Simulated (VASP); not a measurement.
A run of VASP 6.6.1 is set up as follows.

File INCAR:

```
SYSTEM = AlN
  ALGO = Normal
  EDIFF = 1E-6
  ENCUT = 600
  GGA = PS
  GGA_COMPAT = .False.
  ISIF = 2
  ISMEAR = 0
  LASPH = .True.
  LCHARG = .False.
  LREAL = .False.
  LWAVE = .False.
  NBANDS = 16
  NELM = 120
  PREC = Accurate
  SIGMA = 0.05
```

KPOINTS

```
k-points
0
Gamma
  12 12 6
  0 0 0
```

POSCAR

```
AlN
1.0
    3.1110021516      0.0000000000      0.0000000000
   -1.5555010758      2.6942068945      0.0000000000
    0.0000000000      0.0000000000      4.9780000000
Al N
2 2
Direct
    0.3333333333      0.6666666667      0.0000000000
    0.6666666667      0.3333333333      0.5000000000
    0.4446833565      0.8893667129      0.3850000000
    0.6666666667      0.3333333333      0.8850000000
```

Potentials or basis: VASP PAW PBE potentials, release 64 (Al, N).

Run with:

```bash
$ cat potpaw_PBE.64/Al/POTCAR potpaw_PBE.64/N/POTCAR > POTCAR
$ mpirun -np 1 vasp_std > vasp.out
```

(1) Estimate the pressure.

(2) Predict the band gap on the k mesh.

## Answers

(1) 48.1 GPa.

(2) 3.53 eV.

Caveat: the cell differs from its parent crystal (atom 3 (N) moved by (+0.000, +0.600) A along x and y); atoms lie so close that the PAW spheres overlap strongly, which falsifies energies and pressures; the stress differs along the axes, from -8 to 124 GPa; the PAW data sets were made with another functional, which shifts forces and pressure a little.
